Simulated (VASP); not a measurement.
# GaP (I-4m2) in VASP: notebook

GaP is run at these levels: PBE; tasks: electric field gradients.

Program: VASP 6.6.1. These are calculated values, not measurements. Logs are shortened: lines on timing, memory, paths and dates and some standing lists are left out, and cuts for length are marked.

### Step 1. The cell of the first run

It takes space group I-4m2 (No. 119, tetragonal). Conventional cell: a = 3.970 Å, b = 3.970 Å, c = 5.450 Å, α = 90.00°, β = 90.00°, γ = 90.00°. Within 3.2 Å of Ga (site symmetry -4m2) lie 4 P at 2.41 Å. Within 3.2 Å of P (site symmetry -4m2) lie 4 Ga at 2.41 Å.

### Step 2. Electric field gradients, PBE (equal xx and yy strain of +3 %)

INCAR

```
SYSTEM = GaP
ALGO = Normal
EDIFF = 1E-8
ENCUT = 520
GGA = PE
ISIF = 2
ISMEAR = -1
LASPH = .True.
LCHARG = .False.
LEFG = .True.
LREAL = .False.
LWAVE = .False.
NBANDS = 16
NELM = 100
PREC = Accurate
SIGMA = 0.05
```

KPOINTS

```
k-points
0
Gamma
  10 10 10
  0 0 0
```

POSCAR

```
GaP
1.0
    0.0000000000      2.8070075000      2.7252500000
    2.8070075000      0.0000000000      2.7252500000
    2.8070075000      2.8070075000      0.0000000000
Ga P
1 1
Direct
    0.0000000000      0.0000000000      0.0000000000
    0.7500000000      0.7500000000      0.7500000000
```

Potentials or basis: VASP PAW PBE potentials, release 64 (Ga_d, P).

Started as:

```bash
> cat potpaw_PBE.64/Ga_d/POTCAR potpaw_PBE.64/P/POTCAR > POTCAR
> mpirun -np 1 vasp_std > vasp.out
```

OUTCAR:

```text
SYSTEM = GaP
   EDIFF = 1E-8
   ENCUT = 520
   GGA = PE
   ISIF = 2
   ISMEAR = -1
   LASPH = .True.
   LREAL = .False.
   NELM = 100
   PREC = Accurate

 ion  position               nearest neighbor table
   1  0.000  0.000  0.000-   2 2.41   2 2.41   2 2.41   2 2.41
   2  0.750  0.750  0.750-   1 2.41   1 2.41   1 2.41   1 2.41

  LATTYP: Found a body centered tetragonal cell.
 ALAT       =     3.9697080762
 C/A-ratio  =     1.3730228761

  Lattice vectors:

 A1 = (   0.0000000000,  -2.8070075000,  -2.7252500000)
 A2 = (   0.0000000000,   2.8070075000,  -2.7252500000)
 A3 = (   2.8070075000,   0.0000000000,   2.7252500000)

Analysis of symmetry for initial positions (statically):
=====================================================================
 Subroutine PRICEL returns:
 Original cell was already a primitive cell.

 Routine SETGRP: Setting up the symmetry group for a
 body centered tetragonal supercell.

 Subroutine GETGRP returns: Found  8 space group operations
 (whereof  8 operations were pure point group operations)
 out of a pool of 16 trial point group operations.

The static configuration has the point symmetry D_2d.

Analysis of symmetry for dynamics (positions and initial velocities):
=====================================================================
 Subroutine PRICEL returns:
 Original cell was already a primitive cell.

 Routine SETGRP: Setting up the symmetry group for a
 body centered tetragonal supercell.

 Subroutine GETGRP returns: Found  8 space group operations
 (whereof  8 operations were pure point group operations)
 out of a pool of 16 trial point group operations.

The dynamic configuration has the point symmetry D_2d.

 Subroutine INISYM returns: Found  8 space group operations
 (whereof  8 operations are pure point group operations),
 and found     1 'primitive' translations

----------------------------------------------------------------------------------------

                                     Primitive cell

  volume of cell :      42.9461

  direct lattice vectors                    reciprocal lattice vectors
     0.000000000  2.807007500  2.725250000    -0.178125637  0.178125637  0.183469406
     2.807007500  0.000000000  2.725250000     0.178125637 -0.178125637  0.183469406
[... 118 lines left out ...]
  volume of cell :       42.95
 maximum number of plane-waves:      1187
 NGX is ok and might be reduce to    30
   NGX = 15   NGY = 15   NGZ = 15

 number of electron      18.0000009 magnetization

 Free energy of the ion-electron system (eV)
  ---------------------------------------------------
  ext. energy  EPLUGINS =         0.00000000
  ---------------------------------------------------
  free energy    TOTEN  =        -9.11421715 eV

  energy without entropy =       -9.11421714  energy(sigma->0) =       -9.11421715

 E-fermi :   4.7867     XC(G=0):  -9.5676

 val. band max:        4.1674766156   @ k =   0.0000   0.0000   0.0000
 cond. band min:       5.4037845663   @ k =   0.0000   0.0000   0.0000
 fundamental gap:      1.2363079507
 Fermi energy:         4.7867077382

 k-point     1 :       0.0000    0.0000    0.0000
  band No.  band energies     occupation
      1     -10.3992      2.00000
      2     -10.3992      2.00000
      3     -10.3905      2.00000
      4     -10.3167      2.00000
      5     -10.3108      2.00000
      6      -7.9940      2.00000
[... 433 lines left out ...]
      3     -10.3574      2.00000
      4     -10.3379      2.00000
      5     -10.2958      2.00000
      6      -6.1193      2.00000
[... 8 lines left out ...]
     15      15.6102      0.00000
     16      17.5021      0.00000

 [... further k-points ...]
[... 5 lines left out ...]
  --------------------------------------------------------------------------------------
  -------------------------------------------------------------------------------------
  Total       -0.7366664     -0.7366664     -0.1928125      0.0000000      0.0000000     -0.0000000
  in kB      -27.4826102    -27.4826102     -7.1932025      0.0000000      0.0000000     -0.0000000
  external PRESSURE =     -20.7194743 kB  Pullay stress =       0.0000000 kB

 VOLUME and BASIS-vectors are now :
 -----------------------------------------------------------------------------
  energy-cutoff  :      520.00
  volume of cell :       42.95
      direct lattice vectors                 reciprocal lattice vectors
     0.000000000  2.807007500  2.725250000    -0.178125637  0.178125637  0.183469406
     2.807007500  0.000000000  2.725250000     0.178125637 -0.178125637  0.183469406
     2.807007500  2.807007500  0.000000000     0.178125637  0.178125637 -0.183469406

 POSITION                                       TOTAL-FORCE (eV/Angst)
 -----------------------------------------------------------------------------------
      0.00000      0.00000      0.00000        -0.000000     -0.000000     -0.000000
      4.21051      4.21051      4.08788         0.000000      0.000000      0.000000
 -----------------------------------------------------------------------------------
    total drift:                               -0.000002     -0.000002     -0.000001

  FREE ENERGIE OF THE ION-ELECTRON SYSTEM (eV)
  ---------------------------------------------------
  free  energy   TOTEN  =        -9.1142171543 eV

  energy  without entropy=       -9.1142171368  energy(sigma->0) =       -9.11421715

 Electric field gradients (V/A^2)
---------------------------------------------------------------------
 ion       V_xx      V_yy      V_zz      V_xy      V_xz      V_yz
---------------------------------------------------------------------
   1      -2.565    -2.565     5.130    -0.002    -0.004    -0.004
   2       1.652     1.652    -3.303    -0.000    -0.000    -0.000
---------------------------------------------------------------------

 Electric field gradients after diagonalization (V/A^2)
 (convention: |V_zz| > |V_xx| > |V_yy|)
----------------------------------------------------------------------
 ion       V_xx      V_yy      V_zz     asymmetry (V_yy - V_xx)/ V_zz
----------------------------------------------------------------------
   1      -2.567    -2.564     5.130       0.001
   2       1.652     1.652    -3.303       0.000
----------------------------------------------------------------------

           NMR quadrupolar parameters

 Cq : quadrupolar parameter    Cq=e*Q*V_zz/h
 eta: asymmetry parameters     (V_yy - V_xx)/ V_zz
 Q  : nuclear electric quadrupole moment in mb (millibarn)
----------------------------------------------------------------------
 ion       Cq(MHz)       eta       Q (mb)
----------------------------------------------------------------------
   1       0.012       0.001       1.000
   2      -0.008       0.000       1.000
----------------------------------------------------------------------
```

stdout:

```text
POSCAR found type information on POSCAR GaP
 POSCAR found :  2 types and       2 ions
 scaLAPACK will be used
 LDA part: xc-table for (Slater+PW92), standard interpolation
 POSCAR, INCAR and KPOINTS ok, starting setup
 FFT: planning ... GRIDC
 FFT: planning ... GRID_SOFT
 FFT: planning ... GRID
 WAVECAR not read
 entering main loop
ion   1

ion   2
```

Wall time 32 s (1 thread of Intel Xeon 6975P-C (Granite Rapids), shared host); peak memory 0.21 GiB.

Results:

- Free energy: -9.1142 eV
- Pressure: -2.1 GPa
- Band gap on the k mesh: 1.24 eV, direct

Levels at points of the mesh, in eV from the valence-band top:
```
           k point  band 7  band 8  band 9  band 10  band 11  band 12
(0.00, 0.00, 0.00)   -0.15   -0.15    0.00     1.24     3.76     3.83
(0.50, 0.00, 0.00)   -6.41   -1.24   -1.02     1.38     4.53     4.75
(0.50, 0.50, 0.00)   -6.46   -2.71   -2.71     1.55     1.59    10.05
(0.50, 0.00, 0.50)   -6.64   -2.52   -2.51     1.74     1.86     9.99
```

Electric field gradients, principal values (V/Å²):
```tsv
atom	least	middle	greatest (by size)
1 Ga	-2.564	-2.567	5.130
2 P	1.652	1.652	-3.303
```

Caveat: the cell differs from its parent crystal (equal xx and yy strain of +3 %); without QUAD_EFG the Cq values of the log hold for a quadrupole moment of 1 mb, not for the nuclei.

### Step 3. Electric field gradients, PBE (equal xx and yy strain of +3 %)

INCAR

```
PREC     = Accurate       # precision mode
ENCUT    = 520            # plane-wave cutoff, eV
EDIFF    = 1E-8           # SCF threshold, eV
ISMEAR   = -1             # smearing method
SIGMA    = 0.05           # smearing width, eV
LREAL    = False          # projectors in reciprocal space
LASPH    = True           # aspherical terms in the spheres
NELM     = 100            # most SCF steps
ALGO     = Normal         # electronic algorithm
ISIF     = 2              # what is computed and relaxed
LWAVE    = False          # write WAVECAR
LCHARG   = False          # write CHGCAR
GGA      = PE             # functional
LEFG     = True         
NBANDS   = 16             # bands
```

KPOINTS

```
regular mesh
0
Gamma
  10 10 10
```

POSCAR is that of step 2.

Potentials or basis: VASP PAW PBE potentials, release 64 (Ga_d, P).

Started as:

```bash
> cat potpaw_PBE.64/Ga_d/POTCAR potpaw_PBE.64/P/POTCAR > POTCAR
> mpirun -np 1 vasp_std > vasp.out
```

OUTCAR:

```text
PREC = Accurate
   ENCUT = 520
   EDIFF = 1E-8
   ISMEAR = -1
   LREAL = False
   LASPH = True
   NELM = 100
   ISIF = 2
   GGA = PE

 ion  position               nearest neighbor table
   1  0.000  0.000  0.000-   2 2.41   2 2.41   2 2.41   2 2.41
   2  0.750  0.750  0.750-   1 2.41   1 2.41   1 2.41   1 2.41

  LATTYP: Found a body centered tetragonal cell.
 ALAT       =     3.9697080762
 C/A-ratio  =     1.3730228761

  Lattice vectors:

 A1 = (   0.0000000000,  -2.8070075000,  -2.7252500000)
 A2 = (   0.0000000000,   2.8070075000,  -2.7252500000)
 A3 = (   2.8070075000,   0.0000000000,   2.7252500000)

Analysis of symmetry for initial positions (statically):
=====================================================================
 Subroutine PRICEL returns:
 Original cell was already a primitive cell.

 Routine SETGRP: Setting up the symmetry group for a
[... 645 lines left out ...]
  energy-cutoff  :      520.00
  volume of cell :       42.95
      direct lattice vectors                 reciprocal lattice vectors
     0.000000000  2.807007500  2.725250000    -0.178125637  0.178125637  0.183469406
     2.807007500  0.000000000  2.725250000     0.178125637 -0.178125637  0.183469406
     2.807007500  2.807007500  0.000000000     0.178125637  0.178125637 -0.183469406

 POSITION                                       TOTAL-FORCE (eV/Angst)
 -----------------------------------------------------------------------------------
      0.00000      0.00000      0.00000        -0.000000     -0.000000     -0.000000
      4.21051      4.21051      4.08788         0.000000      0.000000      0.000000
 -----------------------------------------------------------------------------------
    total drift:                               -0.000002     -0.000002     -0.000001

  FREE ENERGIE OF THE ION-ELECTRON SYSTEM (eV)
  ---------------------------------------------------
  free  energy   TOTEN  =        -9.1142171543 eV

  energy  without entropy=       -9.1142171368  energy(sigma->0) =       -9.11421715

 Electric field gradients (V/A^2)
---------------------------------------------------------------------
 ion       V_xx      V_yy      V_zz      V_xy      V_xz      V_yz
---------------------------------------------------------------------
   1      -2.565    -2.565     5.130    -0.002    -0.004    -0.004
   2       1.652     1.652    -3.303    -0.000    -0.000    -0.000
---------------------------------------------------------------------

 Electric field gradients after diagonalization (V/A^2)
 (convention: |V_zz| > |V_xx| > |V_yy|)
----------------------------------------------------------------------
 ion       V_xx      V_yy      V_zz     asymmetry (V_yy - V_xx)/ V_zz
----------------------------------------------------------------------
   1      -2.567    -2.564     5.130       0.001
   2       1.652     1.652    -3.303       0.000
----------------------------------------------------------------------

           NMR quadrupolar parameters

 Cq : quadrupolar parameter    Cq=e*Q*V_zz/h
 eta: asymmetry parameters     (V_yy - V_xx)/ V_zz
 Q  : nuclear electric quadrupole moment in mb (millibarn)
----------------------------------------------------------------------
 ion       Cq(MHz)       eta       Q (mb)
----------------------------------------------------------------------
   1       0.012       0.001       1.000
   2      -0.008       0.000       1.000
----------------------------------------------------------------------
```

OSZICAR:

```text
N       E                     dE             d eps       ncg     rms          rms(c)
DAV:   1     0.816607407588E+02    0.81661E+02   -0.90616E+03  3320   0.159E+03
DAV:   2    -0.306551754666E+01   -0.84726E+02   -0.80820E+02  3760   0.308E+02
DAV:   3    -0.926611149136E+01   -0.62006E+01   -0.61801E+01  4056   0.650E+01
DAV:   4    -0.936515428780E+01   -0.99043E-01   -0.99020E-01  4184   0.903E+00
DAV:   5    -0.936707692866E+01   -0.19226E-02   -0.19225E-02  4232   0.110E+00    0.398E+00
DAV:   6    -0.913583797811E+01    0.23124E+00   -0.37693E-01  5120   0.980E+00    0.260E+00
DAV:   7    -0.911329860293E+01    0.22539E-01   -0.84218E-02  4288   0.187E+00    0.106E+00
DAV:   8    -0.911365176848E+01   -0.35317E-03   -0.12420E-02  3928   0.132E+00    0.155E-01
DAV:   9    -0.911406109761E+01   -0.40933E-03   -0.12880E-03  4144   0.507E-01    0.850E-02
DAV:  10    -0.911414086931E+01   -0.79772E-04   -0.11083E-04  4928   0.102E-01    0.441E-02
DAV:  11    -0.911421721375E+01   -0.76344E-04   -0.10729E-04  3912   0.862E-02    0.539E-03
DAV:  12    -0.911421679659E+01    0.41717E-06   -0.31066E-06  4000   0.220E-02    0.250E-03
DAV:  13    -0.911421710569E+01   -0.30910E-06   -0.83739E-07  4376   0.756E-03    0.192E-03
DAV:  14    -0.911421714889E+01   -0.43203E-07   -0.42496E-08  4136   0.152E-03    0.153E-03
DAV:  15    -0.911421715425E+01   -0.53628E-08   -0.23760E-09  3488   0.458E-04
   1 F= -.91142172E+01 E0= -.91142171E+01  d E =-.174912E-07
```

stdout:

```text
POSCAR found type information on POSCAR GaP
 POSCAR found :  2 types and       2 ions
 scaLAPACK will be used
 LDA part: xc-table for (Slater+PW92), standard interpolation
 POSCAR, INCAR and KPOINTS ok, starting setup
 FFT: planning ... GRIDC
 FFT: planning ... GRID_SOFT
 FFT: planning ... GRID
 WAVECAR not read
 entering main loop
ion   1

ion   2
```

It took 33 s on 1 thread of Intel Xeon 6975P-C (Granite Rapids), shared host; peak memory 0.21 GiB.

Results:

* Free energy: -9.1142 eV
* Pressure: -2.1 GPa
* Band gap on the k mesh: 1.24 eV, direct

Stress tensor (GPa, compression positive):
```
-2.75  0.00  0.00
 0.00 -2.75  0.00
 0.00  0.00 -0.72
```

Levels at points of the mesh, in eV from the valence-band top:
| k point | band 7 | band 8 | band 9 | band 10 | band 11 | band 12 |
| --- | --- | --- | --- | --- | --- | --- |
| (0.00, 0.00, 0.00) | -0.15 | -0.15 | 0.00 | 1.24 | 3.76 | 3.83 |
| (0.50, 0.00, 0.00) | -6.41 | -1.24 | -1.02 | 1.38 | 4.53 | 4.75 |
| (0.50, 0.50, 0.00) | -6.46 | -2.71 | -2.71 | 1.55 | 1.59 | 10.05 |
| (0.50, 0.00, 0.50) | -6.64 | -2.52 | -2.51 | 1.74 | 1.86 | 9.99 |

Electric field gradients, principal values (V/Å²):
| atom | least | middle | greatest (by size) |
| --- | --- | --- | --- |
| 1 Ga | -2.564 | -2.567 | 5.130 |
| 2 P | 1.652 | 1.652 | -3.303 |

Caveat: the cell differs from its parent crystal (equal xx and yy strain of +3 %); without QUAD_EFG the Cq values of the log hold for a quadrupole moment of 1 mb, not for the nuclei. A k mesh can miss the band edges.
